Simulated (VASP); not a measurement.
Au:

```
CELL_PARAMETERS angstrom
2.81549 0.00000 0.00000
-0.01296 2.82018 0.00000
-1.13789 -1.18541 4.92401
ATOMIC_POSITIONS crystal
Au 0.67286 0.66596 0.27405
Au 0.32714 0.33404 0.72594
```

Base run:

- Program: VASP 6.6.1
- Functional: LDA
- Potentials or basis: VASP PAW LDA potentials, release 64 (Au)
- Cutoff: 520 eV
- k mesh: 10 × 10 × 6
- Occupations: fermi-dirac, width 0.05 eV
- Spin: no spin polarisation

Its results: band gap on the k mesh zero (band 11 reaches 10.31 eV, above the bottom of band 12 at 5.35 eV); pressure -11.5 GPa; largest force 0.156 eV/Å.

Task: The run is repeated on the same cell with these changes: functional from LDA to PBEsol; potentials or basis from VASP PAW LDA potentials, release 64 (Au) to VASP PAW PBE potentials, release 64 (Au). What comes out?

Result: Band gap on the k mesh zero (band 11 reaches 10.34 eV, above the bottom of band 12 at 5.39 eV); pressure -8.1 GPa; largest force 0.130 eV/Å.

Caveats: spin-orbit coupling is left out, which moves the levels of the heavy elements; the PAW data sets were made with another functional, which shifts forces and pressure a little (some runs).
